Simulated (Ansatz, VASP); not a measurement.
**One calculation of BiPt, two programs**

```
CELL_PARAMETERS angstrom
4.39963 0.00000 0.00000
-2.19981 3.81019 0.00000
0.00000 0.00000 5.59767
ATOMIC_POSITIONS crystal
Bi 0.33333 0.66667 0.25000
Bi 0.66667 0.33333 0.75000
Pt 0.00000 0.00000 0.00000
Pt 0.00000 0.00000 0.50000
```

Change from the starting cell: volume scaled by 1.06, PAW files.

Alike in both runs: task electric field gradients; functional LDA; k mesh 9 × 9 × 6; occupations fermi-dirac, width 0.05 eV; no spin polarisation.

|  | VASP | Ansatz |
| --- | --- | --- |
| version | VASP 6.6.1 | Ansatz 0.2.0 |
| potentials or method | VASP PAW LDA potentials, release 64 (Bi_d, Pt) | PAW with Ansatz's default frozen-core files, scalar-relativistic |
| plane-wave cutoff (eV) | 520 | 420 |
| valence electrons in the cell | 50 | 66 |

```csv
,VASP,Ansatz,Ansatz less VASP
pressure (GPa),-6.6,-6.8,-0.24
"traceless stress, the component that is largest in VASP (GPa)",-1.12,-1.22,-0.101
size of Vzz on the site where it differs most (V/Å²),150.9,99.0,-51.88
```

LDA's correlation is that of Perdew and Zunger in VASP and of Perdew and Wang (1992) in Ansatz. VASP's potentials hold 50 valence electrons a cell and Ansatz's 66, so a difference there can come from the potentials and not from the codes.

Neither program's run includes spin-orbit coupling.
